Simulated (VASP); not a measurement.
Write the native input for VASP 6.6.1 that does the following.

```
Task                   : electric field gradients
Functional             : LDA
Potentials or basis    : VASP PAW LDA potentials, release 64 (Ti_sv, B)
Cutoff                 : 420 eV
k mesh                 : 13 × 13 × 13
Occupations            : fermi-dirac, width 0.05 eV
Spin                   : no spin polarisation
Dipole correction      : no
Further INCAR settings : ALGO = Normal; EDIFF = 1e-08; NBANDS = 14
```

The structure of TiB lies in POSCAR:

```
TiB
1.0
    0.0000000000      2.1220100000      2.1010000000
    2.1220100000      0.0000000000      2.1010000000
    2.1220100000      2.1220100000      0.0000000000
Ti B
1 1
Direct
    0.7500000000      0.7500000000      0.7500000000
    0.0000000000      0.0000000000      0.0000000000
```

This cell differs from its parent crystal: equal xx and yy strain of +1 %.

These files were run (other wordings do the same):

INCAR

```
SYSTEM = TiB
PREC = Accurate
ENCUT = 420
EDIFF = 1E-8
ISMEAR = -1
SIGMA = 0.05
LREAL = .FALSE.
LASPH = .TRUE.
NELM = 120
ALGO = Normal
ISIF = 2
LWAVE = .FALSE.
LCHARG = .FALSE.
LEFG = .TRUE.
NBANDS = 14
GGA_COMPAT = .FALSE.
```

KPOINTS

```
regular mesh
0
G
  13 13 13
  0 0 0
```

Potentials or basis: VASP PAW LDA potentials, release 64 (Ti_sv, B).

Run with:

```console
$ cat potpaw_LDA.64/Ti_sv/POTCAR potpaw_LDA.64/B/POTCAR > POTCAR
$ mpirun -np 1 vasp_std > vasp.out
```

Results of the run:

| Item | Value |
| --- | --- |
| Pressure | 96.7 GPa |

Caveat: the cell differs from its parent crystal (equal xx and yy strain of +1 %); without QUAD_EFG the Cq values of the log hold for a quadrupole moment of 1 mb, not for the nuclei.

Run time: 63 s on 1 thread of Intel Xeon 8259CL, on a shared host, peak memory 0.15 GiB.
